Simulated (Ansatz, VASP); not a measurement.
# Two plane-wave programs on Sn3Te

```
Sn Te
1.0
     4.86515    0.00000    0.00000
     0.00000    4.86515    0.00000
     0.00000    0.00000    4.86515
Sn Te
3 1
Direct
  0.50000 0.00000 0.00000
  0.00000 0.50000 0.00000
  0.00000 0.00000 0.50000
  0.50000 0.50000 0.50000
```

Alike in both runs: functional PBE; k mesh 4 × 4 × 4; occupations gaussian, width 0.1 eV; no spin polarisation.

Ansatz relaxed the structure, and its values are those at the end. VASP's run is a single point on that final structure, the one shown.

```csv
,VASP,Ansatz
version,VASP 6.6.1,Ansatz 0.2.0
potentials or method,"VASP PAW PBE potentials, release 64 (Sn_d, Te), cutoff 520 eV","scalar-relativistic, plane waves, PAW"
valence electrons in the cell,48,58
```

```tsv
	VASP	Ansatz	Ansatz less VASP
gap on the k mesh at the Fermi level (eV)	none	none	-
pressure (GPa)	-0.1	0.0	+0.04
```

A gap of «none» marks a metal or a gap that the smearing closes. VASP's potentials hold 48 valence electrons a cell and Ansatz's 58, so a difference there can come from the potentials and not from the codes.

Spin-orbit coupling is off throughout.
